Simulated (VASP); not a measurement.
# CuP2O4 (P2_1/c) in VASP: single point with LDA

Aim: the single point of CuP2O4 with LDA.

All numbers are computed with VASP 6.6.1; they aren't measurements. Logs are shortened: lines on timing, memory, paths and dates and some standing lists are left out, and cuts for length are marked.

## Step 1: The cell of the first run

Symmetry: P2_1/c, No. 14, monoclinic system. The conventional cell has a = 6.167 Å, b = 5.559 Å, c = 6.733 Å, α = 90.00°, β = 123.02°, γ = 90.00°. Cu (site symmetry -1) has 10 O at 2.37 to 3.76 Å and 6 P at 3.17 to 3.40 Å within 3.8 Å. O (site symmetry 1) has 1 P at 1.32 Å within 1.8 Å. O (site symmetry 1) has 1 P at 1.34 Å within 1.8 Å. P (site symmetry 1) has 2 O at 1.32 to 1.34 Å and 1 P at 1.65 Å within 1.8 Å.

## Step 2: Single point, LDA

INCAR reads:

```
PREC = Accurate ; ENCUT = 520
EDIFF = 1E-6 ; ISMEAR = -5
SIGMA = 0.1 ; LREAL = F
LASPH = T ; NELM = 100
ALGO = Fast ; ISIF = 2
LWAVE = F ; LCHARG = F
GGA = CA ; NBANDS = 58
```

KPOINTS reads:

```
regular mesh
0
Gamma
  4 4 4
```

POSCAR reads:

```
CuP2O4
1.0
    6.1666561200      0.0000000000      0.0000000000
    0.0000000000      5.5590930800      0.0000000000
   -2.4969982500      0.0000000000      5.6454438300
Cu O P
2 8 4
Direct
    0.0000000000      0.0000000000      0.0000000000
    0.5000000000      0.5000000000      0.5000000000
    0.8893000000      0.2305000000      0.2625000000
    0.6107000000      0.7305000000      0.2375000000
    0.1107000000      0.7695000000      0.7375000000
    0.3893000000      0.2695000000      0.7625000000
    0.8214000000      0.1954000000      0.6104000000
    0.6786000000      0.6954000000      0.8896000000
    0.1786000000      0.8046000000      0.3896000000
    0.3214000000      0.3046000000      0.1104000000
    0.9168000000      0.1218000000      0.4619000000
    0.5832000000      0.6218000000      0.0381000000
    0.0832000000      0.8782000000      0.5381000000
    0.4168000000      0.3782000000      0.9619000000
```

Potentials or basis: VASP PAW LDA potentials, release 64 (Cu, O, P).

On the command line:

```console
cat potpaw_LDA.64/Cu/POTCAR potpaw_LDA.64/O/POTCAR potpaw_LDA.64/P/POTCAR > POTCAR
mpirun -np 1 vasp_std > vasp.out
```

OUTCAR:

```text
PREC = Accurate
   ENCUT = 520
   EDIFF = 1E-6
   ISMEAR = -5
   LREAL = F
   LASPH = T
   NELM = 100
   ISIF = 2
   GGA = CA

 ion  position               nearest neighbor table
   1  0.000  0.000  0.000-   3 2.37   5 2.37
   2  0.500  0.500  0.500-   4 2.37   6 2.37
   3  0.889  0.230  0.263-  11 1.32   1 2.37
   4  0.611  0.730  0.237-  12 1.32   2 2.37
   5  0.111  0.770  0.737-  13 1.32   1 2.37
   6  0.389  0.270  0.763-  14 1.32   2 2.37
   7  0.821  0.195  0.610-  11 1.34
   8  0.679  0.695  0.890-  12 1.34
   9  0.179  0.805  0.390-  13 1.34
  10  0.321  0.305  0.110-  14 1.34
  11  0.917  0.122  0.462-   3 1.32   7 1.34  13 1.65
  12  0.583  0.622  0.038-   4 1.32   8 1.34  14 1.65
  13  0.083  0.878  0.538-   5 1.32   9 1.34  11 1.65
  14  0.417  0.378  0.962-   6 1.32  10 1.34  12 1.65

  LATTYP: Found a simple monoclinic cell.
 ALAT       =     6.1666561200
 B/A-ratio  =     0.9014760953
 C/A-ratio  =     1.0010301484
 COS(beta)  =    -0.4045026299

  Lattice vectors:

 A1 = (   6.1666561200,   0.0000000000,   0.0000000000)
 A2 = (   0.0000000000,   5.5590930800,   0.0000000000)
 A3 = (  -2.4969982500,   0.0000000000,   5.6454438300)

Analysis of symmetry for initial positions (statically):
=====================================================================
 Subroutine PRICEL returns:
 Original cell was already a primitive cell.

 Routine SETGRP: Setting up the symmetry group for a
 simple monoclinic supercell.

 Subroutine GETGRP returns: Found  4 space group operations
 (whereof  2 operations were pure point group operations)
 out of a pool of  4 trial point group operations.

The static configuration has the point symmetry S_2 .
 The point group associated with its full space group is C_2h.

Analysis of symmetry for dynamics (positions and initial velocities):
=====================================================================
 Subroutine PRICEL returns:
 Original cell was already a primitive cell.

 Routine SETGRP: Setting up the symmetry group for a
 simple monoclinic supercell.

 Subroutine GETGRP returns: Found  4 space group operations
 (whereof  2 operations were pure point group operations)
 out of a pool of  4 trial point group operations.

The dynamic configuration has the point symmetry S_2 .
 The point group associated with its full space group is C_2h.

 Subroutine INISYM returns: Found  4 space group operations
 (whereof  2 operations are pure point group operations),
 and found     1 'primitive' translations

----------------------------------------------------------------------------------------

                                     Primitive cell

  volume of cell :     193.5315

  direct lattice vectors                    reciprocal lattice vectors
     6.166656120  0.000000000  0.000000000     0.162162440  0.000000000  0.071724977
     0.000000000  5.559093080  0.000000000     0.000000000  0.179885457  0.000000000
    -2.496998250  0.000000000  5.645443830     0.000000000  0.000000000  0.177133992

  length of vectors
     6.166656120  5.559093080  6.173008691     0.177316466  0.179885457  0.177133992

  position of ions in fractional coordinates (direct lattice)
     0.000000000  0.000000000  0.000000000
     0.500000000  0.500000000  0.500000000
     0.889300000  0.230500000  0.262500000
     0.610700000  0.730500000  0.237500000
     0.110700000  0.769500000  0.737500000
     0.389300000  0.269500000  0.762500000
     0.821400000  0.195400000  0.610400000
     0.678600000  0.695400000  0.889600000
     0.178600000  0.804600000  0.389600000
     0.321400000  0.304600000  0.110400000
     0.916800000  0.121800000  0.461900000
     0.583200000  0.621800000  0.038100000
     0.083200000  0.878200000  0.538100000
     0.416800000  0.378200000  0.961900000

  ion indices of the primitive-cell ions
   primitive index   ion index
                 1           1
                 2           2
                 3           3
                 4           4
                 5           5
                 6           6
                 7           7
                 8           8
                 9           9
                10          10
                11          11
                12          12
                13          13
                14          14

----------------------------------------------------------------------------------------

 KPOINTS: regular mesh

Automatic generation of k-mesh.
 Grid dimensions read from file:
 generate k-points for:    4    4    4

 Generating k-lattice:

  Cartesian coordinates                     Fractional coordinates (reciprocal lattice)
     0.040540610  0.000000000  0.017931244     0.250000000  0.000000000  0.000000000
     0.000000000  0.044971364  0.000000000     0.000000000  0.250000000  0.000000000
     0.000000000  0.000000000  0.044283498     0.000000000  0.000000000  0.250000000

  Length of vectors
     0.044329116  0.044971364  0.044283498

  Shift w.r.t. Gamma in fractional coordinates (k-lattice)
     0.000000000  0.000000000  0.000000000

 TETIRR: Found    192 inequivalent tetrahedra from      384

 Subroutine IBZKPT returns following result:
 ===========================================

 Found     30 irreducible k-points:

 Following reciprocal coordinates:
            Coordinates               Weight
  0.000000  0.000000  0.000000      1.000000
  0.250000  0.000000 -0.000000      2.000000
  0.500000  0.000000 -0.000000      1.000000
  0.000000  0.250000  0.000000      2.000000
  0.250000  0.250000 -0.000000      4.000000
  0.500000  0.250000 -0.000000      2.000000
[... 16 lines left out ...]
  0.250000  0.000000  0.500000      2.000000
  0.500000  0.000000  0.500000      1.000000
 [... further k-points ...]
   k-points           NKPTS =     30   k-points in BZ     NKDIM =     30   number of bands    NBANDS=     58
   number of dos      NEDOS =    301   number of ions     NIONS =     14
   total plane-waves  NPLWV =  96768
   dimension x,y,z NGX =    48 NGY =   42 NGZ =   48
   dimension x,y,z NGXF=    96 NGYF=   84 NGZF=   96
   ions per type =               2   8   4
   NGX,Y,Z   is equivalent  to a cutoff of  12.94, 12.56, 12.93 a.u.
   NGXF,Y,Z  is equivalent  to a cutoff of  25.88, 25.12, 25.85 a.u.
 SYSTEM =  unknown system
   PREC   = accura    normal or accurate (medium, high low for compatibility)
   ISTART =      0    job   : 0-new  1-cont  2-samecut
   ICHARG =      2    charge: 1-file 2-atom 10-const
   ISPIN  =      1    spin polarized calculation?
   LNONCOLLINEAR =      F non collinear calculations
   LSORBIT =      F    spin-orbit coupling
   LASPH  =      T    aspherical Exc in radial PAW
   ENCUT  =  520.0 eV  38.22 Ry    6.18 a.u.  11.47 10.34 11.48*2*pi/ulx,y,z
   NELM   =    100;   NELMIN=  2; NELMDL= -5     # of ELM steps
   EDIFF  = 0.1E-05   stopping-criterion for ELM
   LREAL  =      F    real-space projection
   EDIFFG = 0.1E-04   stopping-criterion for IOM
   NSW    =      0    number of steps for IOM
   IBRION =     -1    ionic relax: 0-MD 1-quasi-New 2-CG
   NFREE  =      0    steps in history (QN), initial steepest desc. (CG)
   ISIF   =      2    stress and relaxation
   ISYM   =      2    0-nonsym 1-usesym 2-fastsym
   POTIM  = 0.5000    time-step for ionic-motion
   TEBEG  =    0.0;   TEEND  =   0.0 temperature during run
   PSTRESS=    0.0 pullay stress
   NELECT =      90.0000    total number of electrons
   NUPDOWN=      -1.0000    fix difference up-down
   EMIN   =  10.00;   EMAX   =-10.00  energy-range for DOS
   EFERMI =   0.00;   METHOD = LEGACY
   ISMEAR =    -5;   SIGMA  =   0.10  broadening in eV -4-tet -1-fermi 0-gaus
   EFERMI_NEDOS =   21; number of points for ismear=-14 and -15
   IALGO  =     68    algorithm
   IMIX   =      4    mixing-type and parameters
     AMIX     =   0.40;   BMIX     =  1.00
     AMIX_MAG =   1.60;   BMIX_MAG =  1.00
  volume/ion in A,a.u.               =      13.82        93.29
  Fermi-wavevector in a.u.,A,eV,Ry     =   1.268348  2.396830 21.887781  1.608707
  Thomas-Fermi vector in A             =   2.401448
   LORBIT       =      0    0 simple, 1 ext, 2 COOP (PROOUT), +10 PAW based schemes
   GGA     = CA    functional components
   LHFCALC =     F    Hartree Fock is set to
   AEXX    =    0.0000 exact exchange contribution
   IVDW    =     0    specifies the selected vdW correction
   LEPSILON=     F    determine dielectric tensor
   LRPA    =     F    only Hartree local field effects (RPA)
 non-spin polarized calculation
 RMM-DIIS sequential band-by-band and
 Fermi weights with tetrahedron method with Bloechl corrections
  energy-cutoff  :      520.00
  volume of cell :      193.53
 maximum number of plane-waves:      5243
 NGX is ok and might be reduce to    48
   NGX = 23   NGY = 21   NGZ = 23

 number of electron      90.0000036 magnetization

 Free energy of the ion-electron system (eV)
  ---------------------------------------------------
  ext. energy  EPLUGINS =         0.00000000
  ---------------------------------------------------
  free energy    TOTEN  =       -77.33626395 eV

  energy without entropy =      -77.33626395  energy(sigma->0) =      -77.33626395

 E-fermi :   3.4337     XC(G=0):  -9.7530

 val. band max:        3.4855375758   @ k =   0.0000   0.5000   0.0000
 cond. band min:       3.3875779960   @ k =   0.5000   0.5000   0.2500
 fundamental gap:     -0.0979595797
 Fermi energy:         3.4336731346

 k-point     1 :       0.0000    0.0000    0.0000
  band No.  band energies     occupation
      1     -20.7157      2.00000
      2     -20.3963      2.00000
      3     -19.7796      2.00000
      4     -19.7538      2.00000
      5     -18.3184      2.00000
      6     -18.2820      2.00000
[... 1429 lines left out ...]
     56       9.3457      0.00000
     57      10.0311      0.00000

 [... further k-points ...]

 [bands above 57 left out]

------------------------ aborting loop because EDIFF is reached ----------------------------------------

  FORCE on cell =-STRESS in cart. coord.  units (eV):
  Direction    XX          YY          ZZ          XY          YZ          ZX
  --------------------------------------------------------------------------------------
  -------------------------------------------------------------------------------------
  Total       52.8431616     63.2625660     82.3950869      0.0000000      0.0000000    -37.2988058
  in kB      437.4693272    523.7277888    682.1189758      0.0000000      0.0000000   -308.7832560
  external PRESSURE =     547.7720306 kB  Pullay stress =       0.0000000 kB

 VOLUME and BASIS-vectors are now :
 -----------------------------------------------------------------------------
  energy-cutoff  :      520.00
  volume of cell :      193.53
      direct lattice vectors                 reciprocal lattice vectors
     6.166656120  0.000000000  0.000000000     0.162162440  0.000000000  0.071724977
     0.000000000  5.559093080  0.000000000     0.000000000  0.179885457  0.000000000
    -2.496998250  0.000000000  5.645443830     0.000000000  0.000000000  0.177133992

 POSITION                                       TOTAL-FORCE (eV/Angst)
 -----------------------------------------------------------------------------------
      0.00000      0.00000      0.00000         0.000000      0.000000     -0.000000
      1.83483      2.77955      2.82272         0.000000      0.000000     -0.000000
      4.82855      1.28137      1.48193         3.911161      6.694433    -13.281113
      3.17294      4.06092      1.34079        -3.911161      6.694433     13.281113
     -1.15889      4.27772      4.16351        -3.911161     -6.694433     13.281113
      0.49672      1.49818      4.30465         3.911161     -6.694433    -13.281113
      3.54112      1.08625      3.44598        -9.546224      4.286259      8.151958
      1.96336      3.86579      5.02219         9.546224      4.286259     -8.151958
      0.12853      4.47285      2.19946         9.546224     -4.286259     -8.151958
      1.70629      1.69330      0.62326        -9.546224     -4.286259      8.151958
      4.50023      0.67710      2.60763        -5.132911      6.376221     -0.354909
      3.50126      3.45664      0.21509         5.132911      6.376221      0.354909
     -0.83057      4.88200      3.03781         5.132911     -6.376221      0.354909
      0.16840      2.10245      5.43035        -5.132911     -6.376221     -0.354909
 -----------------------------------------------------------------------------------
    total drift:                               -0.000000     -0.000000     -0.000000

  FREE ENERGIE OF THE ION-ELECTRON SYSTEM (eV)
  ---------------------------------------------------
  free  energy   TOTEN  =       -77.3362639491 eV

  energy  without entropy=      -77.3362639491  energy(sigma->0) =      -77.33626395
```

Wall time 4.7 min (1 thread of Intel Xeon Platinum 8488C (Sapphire Rapids), shared host); peak memory 0.4 GiB.

What came out:

```yaml
Free_energy: -77.3363 eV
Pressure: 54.8 GPa
Largest_force: 15.379 eV/Å
Band_gap_on_the_k_mesh: zero (bands 45 and 46 overlap by 0.26 eV)
```

Forces in eV/Å, atoms in the order of the input:
```
Cu    0.000   0.000   0.000
Cu    0.000   0.000   0.000
O     3.911   6.694 -13.281
O    -3.911   6.694  13.281
O    -3.911  -6.694  13.281
O     3.911  -6.694 -13.281
O    -9.546   4.286   8.152
O     9.546   4.286  -8.152
O     9.546  -4.286  -8.152
O    -9.546  -4.286   8.152
P    -5.133   6.376  -0.355
P     5.133   6.376   0.355
P     5.133  -6.376   0.355
P    -5.133  -6.376  -0.355
```

Caveat: the cell stands under pressure; semilocal functionals often make such compounds metallic where correlation or magnetic order opens a gap, which also shifts bond lengths; forces of over 1 eV/Å act on the atoms, so gaps and moduli don't describe the material at rest; tetrahedron occupations give inexact forces and stress in metals.
